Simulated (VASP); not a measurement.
# Si6Ni3Ge in VASP: notebook

Si6Ni3Ge is run at these levels: PBEsol; tasks: single point.

All numbers are computed with VASP 6.6.1; they aren't measurements. Logs are shortened: lines on timing, memory, paths and dates and some standing lists are left out, and cuts for length are marked.

## Step 1: The cell of the first run

The cell holds a slab with vacuum, 10 atoms: a = 3.812 Å, b = 3.812 Å, c = 25.739 Å, α = 90.00°, β = 90.00°, γ = 90.00°.

## Step 2: Single point, PBEsol

Contents of INCAR:

```
SYSTEM = Si6Ni3Ge
ALGO = Normal
DIPOL = 0.5 0.5 0.473
EDIFF = 1E-6
ENCUT = 520
GGA = PS
IDIPOL = 3
ISIF = 2
ISMEAR = 0
LASPH = .True.
LCHARG = .False.
LDIPOL = .True.
LREAL = .False.
LWAVE = .False.
NBANDS = 45
NELM = 60
PREC = Accurate
SIGMA = 0.1
```

Contents of KPOINTS:

```
k-points
0
Gamma
  8 8 1
  0 0 0
```

Contents of POSCAR:

```
Si6Ni3Ge
1.0
    3.8123023665      0.0000000000      0.0000000000
    0.0000000000      3.8123023665      0.0000000000
    0.0000000000      0.0000000000     25.7392621383
Si Ni Ge
6 3 1
Direct
    0.5000000000      0.0000000000      0.3302347967
    0.0000000000      0.5000000000      0.3302347967
    0.0000000000      0.5000000000      0.4349660373
    0.5000000000      0.0000000000      0.4349660373
    0.5000000000      0.0000000000      0.5393900834
    0.0000000000      0.5000000000      0.5393900834
    0.5000000000      0.5000000000      0.3826004170
    0.0000000000      0.0000000000      0.4858608778
    0.5000000000      0.5000000000      0.5848128201
    0.5000000000      0.5000000000      0.6701611944
```

Potentials or basis: VASP PAW PBE potentials, release 64 (Si, Ni, Ge_d).

Launch:

```sh
cat potpaw_PBE.64/Si/POTCAR potpaw_PBE.64/Ni/POTCAR potpaw_PBE.64/Ge_d/POTCAR > POTCAR
mpirun -np 1 vasp_std > vasp.out
```

OUTCAR:

```text
SYSTEM = Si6Ni3Ge
   EDIFF = 1E-6
   ENCUT = 520
   GGA = PS
   ISIF = 2
   ISMEAR = 0
   LASPH = .True.
   LREAL = .False.
   NELM = 60
   PREC = Accurate

 ion  position               nearest neighbor table
   1  0.500  0.000  0.330-   7 2.33   7 2.33   2 2.70   2 2.70   2 2.70   2 2.70   4 2.70
   2  0.000  0.500  0.330-   7 2.33   7 2.33   1 2.70   1 2.70   1 2.70   1 2.70   3 2.70
   3  0.000  0.500  0.435-   8 2.31   8 2.31   7 2.33   7 2.33   6 2.69   4 2.70   4 2.70   4 2.70
                             4 2.70   2 2.70
   4  0.500  0.000  0.435-   8 2.31   8 2.31   7 2.33   7 2.33   5 2.69   3 2.70   3 2.70   3 2.70
                             3 2.70   1 2.70
   5  0.500  0.000  0.539-   9 2.24   9 2.24   8 2.35   8 2.35   4 2.69   6 2.70   6 2.70   6 2.70
                             6 2.70
   6  0.000  0.500  0.539-   9 2.24   9 2.24   8 2.35   8 2.35   3 2.69   5 2.70   5 2.70   5 2.70
                             5 2.70
   7  0.500  0.500  0.383-   1 2.33   2 2.33   3 2.33   4 2.33   1 2.33   4 2.33   2 2.33   3 2.33

   8  0.000  0.000  0.486-   3 2.31   4 2.31   3 2.31   4 2.31   5 2.35   6 2.35   6 2.35   5 2.35

   9  0.500  0.500  0.585-  10 2.20   6 2.24   5 2.24   5 2.24   6 2.24
  10  0.500  0.500  0.670-   9 2.20

  LATTYP: Found a simple tetragonal cell.
 ALAT       =     3.8123023665
 C/A-ratio  =     6.7516318654

  Lattice vectors:

 A1 = (   3.8123023665,   0.0000000000,   0.0000000000)
 A2 = (   0.0000000000,   3.8123023665,   0.0000000000)
 A3 = (   0.0000000000,   0.0000000000,  25.7392621383)

Analysis of symmetry for initial positions (statically):
=====================================================================
 Subroutine PRICEL returns:
 Original cell was already a primitive cell.

 Routine SETGRP: Setting up the symmetry group for a
 simple tetragonal supercell.

 Subroutine GETGRP returns: Found  8 space group operations
 (whereof  8 operations were pure point group operations)
 out of a pool of 16 trial point group operations.

The static configuration has the point symmetry C_4v.

Analysis of symmetry for dynamics (positions and initial velocities):
=====================================================================
 Subroutine PRICEL returns:
 Original cell was already a primitive cell.

 Routine SETGRP: Setting up the symmetry group for a
 simple tetragonal supercell.

 Subroutine GETGRP returns: Found  8 space group operations
 (whereof  8 operations were pure point group operations)
 out of a pool of 16 trial point group operations.

The dynamic configuration has the point symmetry C_4v.

 Subroutine INISYM returns: Found  8 space group operations
 (whereof  8 operations are pure point group operations),
 and found     1 'primitive' translations

----------------------------------------------------------------------------------------

                                     Primitive cell

  volume of cell :     374.0854

  direct lattice vectors                    reciprocal lattice vectors
     3.812302366  0.000000000  0.000000000     0.262308680  0.000000000  0.000000000
     0.000000000  3.812302366  0.000000000     0.000000000  0.262308680  0.000000000
     0.000000000  0.000000000 25.739262138     0.000000000  0.000000000  0.038851153

  length of vectors
     3.812302366  3.812302366 25.739262138     0.262308680  0.262308680  0.038851153

  position of ions in fractional coordinates (direct lattice)
     0.500000000  0.000000000  0.330234797
     0.000000000  0.500000000  0.330234797
     0.000000000  0.500000000  0.434966037
     0.500000000  0.000000000  0.434966037
     0.500000000  0.000000000  0.539390083
     0.000000000  0.500000000  0.539390083
     0.500000000  0.500000000  0.382600417
     0.000000000  0.000000000  0.485860878
     0.500000000  0.500000000  0.584812820
     0.500000000  0.500000000  0.670161194

  ion indices of the primitive-cell ions
   primitive index   ion index
                 1           1
                 2           2
                 3           3
                 4           4
                 5           5
                 6           6
                 7           7
                 8           8
                 9           9
                10          10

----------------------------------------------------------------------------------------

 KPOINTS: k-points

Automatic generation of k-mesh.
 Grid dimensions read from file:
 generate k-points for:    8    8    1

 Generating k-lattice:

  Cartesian coordinates                     Fractional coordinates (reciprocal lattice)
     0.032788585  0.000000000  0.000000000     0.125000000  0.000000000  0.000000000
     0.000000000  0.032788585  0.000000000     0.000000000  0.125000000  0.000000000
     0.000000000  0.000000000  0.038851153     0.000000000  0.000000000  1.000000000

  Length of vectors
     0.032788585  0.032788585  0.038851153

  Shift w.r.t. Gamma in fractional coordinates (k-lattice)
     0.000000000  0.000000000  0.000000000

 Subroutine IBZKPT returns following result:
 ===========================================

 Found     15 irreducible k-points:

 Following reciprocal coordinates:
            Coordinates               Weight
  0.000000  0.000000  0.000000      1.000000
  0.125000  0.000000  0.000000      4.000000
  0.250000  0.000000  0.000000      4.000000
  0.375000  0.000000  0.000000      4.000000
  0.500000  0.000000  0.000000      2.000000
  0.125000  0.125000  0.000000      4.000000
  0.250000  0.125000  0.000000      8.000000
  0.375000  0.125000  0.000000      8.000000
  0.500000  0.125000  0.000000      4.000000
  0.250000  0.250000  0.000000      4.000000
  0.375000  0.250000  0.000000      8.000000
  0.500000  0.250000  0.000000      4.000000
  0.375000  0.375000  0.000000      4.000000
  0.500000  0.375000  0.000000      4.000000
  0.500000  0.500000  0.000000      1.000000
   k-points           NKPTS =     15   k-points in BZ     NKDIM =     15   number of bands    NBANDS=     45
   number of dos      NEDOS =    301   number of ions     NIONS =     10
   total plane-waves  NPLWV = 150528
   dimension x,y,z NGX =    28 NGY =   28 NGZ =  192
   dimension x,y,z NGXF=    56 NGYF=   56 NGZF=  384
   ions per type =               6   3   1
   NGX,Y,Z   is equivalent  to a cutoff of  12.21, 12.21, 12.40 a.u.
   NGXF,Y,Z  is equivalent  to a cutoff of  24.42, 24.42, 24.80 a.u.
 SYSTEM =  Si6Ni3Ge
   PREC   = accura    normal or accurate (medium, high low for compatibility)
   ISTART =      0    job   : 0-new  1-cont  2-samecut
   ICHARG =      2    charge: 1-file 2-atom 10-const
   ISPIN  =      1    spin polarized calculation?
   LNONCOLLINEAR =      F non collinear calculations
   LSORBIT =      F    spin-orbit coupling
   LASPH  =      T    aspherical Exc in radial PAW
   ENCUT  =  520.0 eV  38.22 Ry    6.18 a.u.   7.09  7.09 47.86*2*pi/ulx,y,z
   NELM   =     60;   NELMIN=  2; NELMDL= -5     # of ELM steps
   EDIFF  = 0.1E-05   stopping-criterion for ELM
   LREAL  =      F    real-space projection
   EDIFFG = 0.1E-04   stopping-criterion for IOM
   NSW    =      0    number of steps for IOM
   IBRION =     -1    ionic relax: 0-MD 1-quasi-New 2-CG
   NFREE  =      0    steps in history (QN), initial steepest desc. (CG)
   ISIF   =      2    stress and relaxation
   ISYM   =      2    0-nonsym 1-usesym 2-fastsym
   POTIM  = 0.5000    time-step for ionic-motion
   TEBEG  =    0.0;   TEEND  =   0.0 temperature during run
   PSTRESS=    0.0 pullay stress
   NELECT =      68.0000    total number of electrons
   NUPDOWN=      -1.0000    fix difference up-down
   EMIN   =  10.00;   EMAX   =-10.00  energy-range for DOS
   EFERMI =   0.00;   METHOD = LEGACY
   ISMEAR =     0;   SIGMA  =   0.10  broadening in eV -4-tet -1-fermi 0-gaus
   EFERMI_NEDOS =   21; number of points for ismear=-14 and -15
   IALGO  =     38    algorithm
   IMIX   =      4    mixing-type and parameters
     AMIX     =   0.40;   BMIX     =  1.00
     AMIX_MAG =   1.60;   BMIX_MAG =  1.00
  volume/ion in A,a.u.               =      37.41       252.45
  Fermi-wavevector in a.u.,A,eV,Ry     =   0.927372  1.752480 11.701279  0.860020
  Thomas-Fermi vector in A             =   2.053435
   LORBIT       =      0    0 simple, 1 ext, 2 COOP (PROOUT), +10 PAW based schemes
   GGA     = PS    functional components
   LHFCALC =     F    Hartree Fock is set to
   AEXX    =    0.0000 exact exchange contribution
   IVDW    =     0    specifies the selected vdW correction
   LEPSILON=     F    determine dielectric tensor
   LRPA    =     F    only Hartree local field effects (RPA)
 non-spin polarized calculation
 Gauss-broadening in eV      SIGMA  =   0.10
  energy-cutoff  :      520.00
  volume of cell :      374.09
 maximum number of plane-waves:     10106
   NGX = 15   NGY = 15   NGZ = 95

 dipolmoment           0.000000      0.000000      0.117117 electrons x Angstroem

 number of electron      68.0000044 magnetization

 dipolmoment           0.000000      0.000000     -0.015021 electrons x Angstroem

 Free energy of the ion-electron system (eV)
  ---------------------------------------------------
  ext. energy  EPLUGINS =         0.00000000
  ---------------------------------------------------
  free energy    TOTEN  =       -57.23177770 eV

  energy without entropy =      -57.19595074  energy(sigma->0) =      -57.21386422

 E-fermi :   0.5338     XC(G=0):  -5.2177

 val. band max:        0.5195089611   @ k =   0.5000   0.2500   0.0000
 cond. band min:       0.5745448574   @ k =   0.3750   0.1250   0.0000
 fundamental gap:      0.0550358963
 Fermi energy:         0.5338041659

 k-point     1 :       0.0000    0.0000    0.0000
  band No.  band energies     occupation
      1     -24.3264      2.00000
      2     -24.3188      2.00000
      3     -24.2044      2.00000
      4     -24.2044      2.00000
      5     -24.1977      2.00000
      6     -12.6380      2.00000
[... 709 lines left out ...]
     44       5.6077      0.00000
     45       5.6862      0.00000

------------------------ aborting loop because EDIFF is reached ----------------------------------------

 vacuum level on the upper side and lower side of the slab       (xc-potential included)        -0.236        -0.054

  FORCE on cell =-STRESS in cart. coord.  units (eV):
  Direction    XX          YY          ZZ          XY          YZ          ZX
  --------------------------------------------------------------------------------------
  -------------------------------------------------------------------------------------
  Total       -3.3358104     -3.3358104      0.4313866      0.0000000      0.0000000     -0.0000000
  in kB      -14.2870040    -14.2870040      1.8475936      0.0000000      0.0000000     -0.0000000
  external PRESSURE =      -8.9088048 kB  Pullay stress =       0.0000000 kB

 VOLUME and BASIS-vectors are now :
 -----------------------------------------------------------------------------
  energy-cutoff  :      520.00
  volume of cell :      374.09
      direct lattice vectors                 reciprocal lattice vectors
     3.812302366  0.000000000  0.000000000     0.262308680  0.000000000  0.000000000
     0.000000000  3.812302366  0.000000000     0.000000000  0.262308680  0.000000000
     0.000000000  0.000000000 25.739262138     0.000000000  0.000000000  0.038851153

 POSITION                                       TOTAL-FORCE (eV/Angst)
 -----------------------------------------------------------------------------------
      1.90615      0.00000      8.50000        -0.000000     -0.000000     -0.326898
      0.00000      1.90615      8.50000        -0.000000     -0.000000     -0.326898
      0.00000      1.90615     11.19570        -0.000000      0.000000     -0.175471
      1.90615      0.00000     11.19570        -0.000000     -0.000000     -0.175471
      1.90615      0.00000     13.88350        -0.000000     -0.000000     -0.012803
      0.00000      1.90615     13.88350        -0.000000     -0.000000     -0.012803
      1.90615      1.90615      9.84785         0.000000     -0.000000      0.996372
      0.00000      0.00000     12.50570         0.000000     -0.000000      0.012762
      1.90615      1.90615     15.05265        -0.000000     -0.000000      0.012005
      1.90615      1.90615     17.24945        -0.000000      0.000000      0.009207
 -----------------------------------------------------------------------------------
    total drift:                                0.000000      0.000000      0.002369

  FREE ENERGIE OF THE ION-ELECTRON SYSTEM (eV)
  ---------------------------------------------------
  free  energy   TOTEN  =       -57.2317777030 eV

  energy  without entropy=      -57.1959507434  energy(sigma->0) =      -57.21386422

 vacuum level on the upper side and lower side of the slab         5.038         5.228
```

Run time: 5 min. Hardware: 1 thread of Intel Xeon 6975P-C (Granite Rapids), shared host; peak memory 0.53 GiB.

Results:

| Property | Result |
| --- | --- |
| Free energy | -57.2318 eV |
| Largest force | 0.996 eV/Å |
| Band gap on the k mesh | zero (bands 34 and 35 overlap by 2.26 eV) |

Forces on the atoms (eV/Å):
```
Si   0.000  0.000 -0.327
Si   0.000  0.000 -0.327
Si   0.000  0.000 -0.175
Si   0.000  0.000 -0.175
Si   0.000  0.000 -0.013
Si   0.000  0.000 -0.013
Ni   0.000  0.000  0.996
Ni   0.000  0.000  0.013
Ni   0.000  0.000  0.012
Ge   0.000  0.000  0.009
```

Levels at points of the mesh, in eV from the Fermi level:
| k point | band 29 | band 30 | band 31 | band 32 | band 33 | band 34 | band 35 | band 36 | band 37 | band 38 |
| --- | --- | --- | --- | --- | --- | --- | --- | --- | --- | --- |
| (0.00, 0.00, 0.00) | -1.15 | -1.15 | -0.55 | -0.43 | -0.05 | 0.50 | 0.79 | 0.79 | 1.44 | 1.98 |
| (0.50, 0.00, 0.00) | -2.38 | -1.25 | -1.04 | -0.80 | -0.29 | 0.15 | 0.51 | 0.82 | 1.25 | 1.42 |
| (0.50, 0.50, 0.00) | -2.56 | -2.41 | -2.41 | -2.30 | -1.89 | -1.60 | -1.60 | 0.19 | 0.19 | 0.20 |

Caveat: the PAW data sets were made with another functional, which shifts forces and pressure a little. Spin polarisation is off, so any magnetic state and its effect on volume and gap are missing.

## Step 3: Single point, PBEsol

Contents of INCAR:

```
SYSTEM = Si6Ni3Ge
  ALGO = Normal
  DIPOL = 0.5 0.5 0.470
  EDIFF = 1E-6
  ENCUT = 520
  GGA = PS
  IDIPOL = 3
  ISIF = 2
  ISMEAR = 0
  LASPH = .True.
  LCHARG = .False.
  LDIPOL = .True.
  LREAL = .False.
  LWAVE = .False.
  NBANDS = 45
  NELM = 100
  PREC = Accurate
  SIGMA = 0.1
```

KPOINTS is that of step 2.

Contents of POSCAR:

```
Si6Ni3Ge
1.0
    3.8123023665      0.0000000000      0.0000000000
    0.0000000000      3.8123023665      0.0000000000
    0.0000000000      0.0000000000     25.7392621383
Si Ni Ge
6 3 1
Direct
    0.5000000000      0.0000000000      0.3302347967
    0.0000000000      0.5000000000      0.3302347967
    0.0000000000      0.5000000000      0.4349660373
    0.5000000000      0.0000000000      0.4349660373
    0.5000000000      0.0000000000      0.5408404964
    0.0000000000      0.5000000000      0.5408404964
    0.5000000000      0.5000000000      0.3826004170
    0.0000000000      0.0000000000      0.4854907937
    0.5000000000      0.5000000000      0.5897700408
    0.0000000000      1.0000000000      0.6287086873
```

Potentials or basis: VASP PAW PBE potentials, release 64 (Si, Ni, Ge_d).

Launch:

```sh
cat potpaw_PBE.64/Si/POTCAR potpaw_PBE.64/Ni/POTCAR potpaw_PBE.64/Ge_d/POTCAR > POTCAR
mpirun -np 1 vasp_std > vasp.out
```

Wall time 5.5 min (1 thread of Intel Xeon 6975P-C (Granite Rapids), shared host); peak memory 0.53 GiB.

It converged, with:

* Free energy: -58.3690 eV
* Largest force: 1.144 eV/Å
* Band gap on the k mesh: zero (bands 34 and 35 overlap by 2.23 eV)

Forces on the atoms (eV/Å):
```
Si   0.000  0.000 -0.347
Si   0.000  0.000 -0.347
Si   0.000  0.000 -0.229
Si   0.000  0.000 -0.229
Si   0.000  0.000 -0.001
Si   0.000  0.000 -0.001
Ni   0.000  0.000  1.144
Ni   0.000  0.000 -0.006
Ni   0.000  0.000  0.025
Ge   0.000  0.000 -0.008
```

Levels at points of the mesh, in eV from the Fermi level:
| k point | band 31 | band 32 | band 33 | band 34 | band 35 | band 36 | band 37 | band 38 |
| --- | --- | --- | --- | --- | --- | --- | --- | --- |
| (0.00, 0.00, 0.00) | -0.65 | -0.19 | 0.03 | 0.03 | 0.04 | 0.28 | 0.68 | 1.89 |
| (0.50, 0.00, 0.00) | -1.18 | -1.05 | -0.84 | 0.32 | 0.67 | 0.89 | 1.15 | 1.29 |
| (0.50, 0.50, 0.00) | -2.35 | -2.35 | -2.02 | -1.71 | -1.71 | 0.74 | 0.74 | 0.82 |

Caveat: the PAW data sets were made with another functional, which shifts forces and pressure a little. Spin polarisation is off, so any magnetic state and its effect on volume and gap are missing.

The gap in the log of VASP goes by the Fermi energy; the results here count the filled bands.